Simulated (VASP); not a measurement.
AlN:

```xyz
2
Lattice="0.0000 2.1840 2.1840 2.1840 0.0000 2.1840 2.1840 2.1840 0.0000" Properties=species:S:1:pos:R:3 pbc="T T T"
Al    0.0000    0.0000    0.0000
N     1.0920    1.0920    1.0920
```

* Program: VASP 6.6.1
* Task: relaxation of cell and atoms
* Functional: RPBE
* Dispersion: D4
* Potentials or basis: VASP PAW PBE potentials, release 64 (Al, N)
* Cutoff: 600 eV
* k mesh: 10 × 10 × 10
* Occupations: fermi-dirac, width 0.05 eV
* Spin: no spin polarisation

At the start: pressure -3.1 GPa; volume 10.42 Å³/atom.

Question: Where does the relaxation end?

Answer: Over 4 steps the energy falls by 2.5 meV/atom and the volume is 10.26 Å³/atom (-1.6 %); space group F-43m (No. 216, to 0.05 Å).

The path:
```csv
step,energy change (eV),largest force (eV/Å),pressure (GPa),volume (Å³)
1,0.0000,0.0000,-3.11,20.83
2,-0.0025,0.0000,2.89,20.23
3,-0.0049,0.0000,0.66,20.44
4,-0.0050,0.0000,0.00,20.51
```

Final structure:
```
Al N
1.0
     0.00000    2.17263    2.17263
     2.17263    0.00000    2.17263
     2.17263    2.17263    0.00000
Al N
1 1
Direct
  0.00000 0.00000 0.00000
  0.25000 0.25000 0.25000
```

Caveat: the PAW data sets were made with another functional, which shifts forces and pressure a little.
